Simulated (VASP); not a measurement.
Write the native input for VASP 6.6.1 that does the following.

* Task: single point
* Functional: PBE
* Potentials or basis: VASP PAW PBE potentials, release 64 (Zn, H)
* Cutoff: 520 eV
* k mesh: 6 × 6 × 4
* Occupations: gaussian, width 0.1 eV
* Spin: no spin polarisation
* Dipole correction: no
* Further INCAR settings: ALGO = Normal; EDIFF = 1e-06; NBANDS = 23

The structure of ZnH2 lies in POSCAR:

```
ZnH2
1.0
    2.6721697886      0.0000000000      0.0000000000
   -1.3360848943      2.3141669202      0.0000000000
    0.0000000000      0.0000000000      8.2482493798
Zn H
2 4
Direct
    0.3333333333      0.6666666667      0.2500000000
    0.6666666667      0.3333333333      0.7500000000
    0.3333333333      0.6666666667      0.6053744786
    0.6666666667      0.3333333333      0.1053744786
    0.3333333333      0.6666666667      0.8946255214
    0.6666666667      0.3333333333      0.3946255214
```

These files were run (other wordings do the same):

INCAR

```
PREC     = Accurate       # precision mode
ENCUT    = 520            # plane-wave cutoff, eV
EDIFF    = 1E-6           # SCF threshold, eV
ISMEAR   = 0              # smearing method
SIGMA    = 0.1            # smearing width, eV
LREAL    = False          # projectors in reciprocal space
LASPH    = True           # aspherical terms in the spheres
NELM     = 100            # most SCF steps
ALGO     = Normal         # electronic algorithm
ISIF     = 2              # what is computed and relaxed
LWAVE    = False          # write WAVECAR
LCHARG   = False          # write CHGCAR
GGA      = PE             # functional
NBANDS   = 23             # bands
```

KPOINTS

```
regular mesh
0
Gamma
  6 6 4
```

Potentials or basis: VASP PAW PBE potentials, release 64 (Zn, H).

Run with:

```console
$ cat potpaw_PBE.64/Zn/POTCAR potpaw_PBE.64/H/POTCAR > POTCAR
$ mpirun -np 1 vasp_std > vasp.out
```

Results of the run:

* Pressure: 0.1 GPa
* Largest force: 0.007 eV/Å
* Band gap on the k mesh: zero (band 14 reaches 1.63 eV, above the bottom of band 15 at 0.90 eV)

Caveat: the k points lie up to 0.45 Å⁻¹ apart.

Wall time 17 s on 1 thread of Intel(R) Xeon(R) Platinum 8488C (Sapphire Rapids) (shared host), peak memory 0.17 GiB.
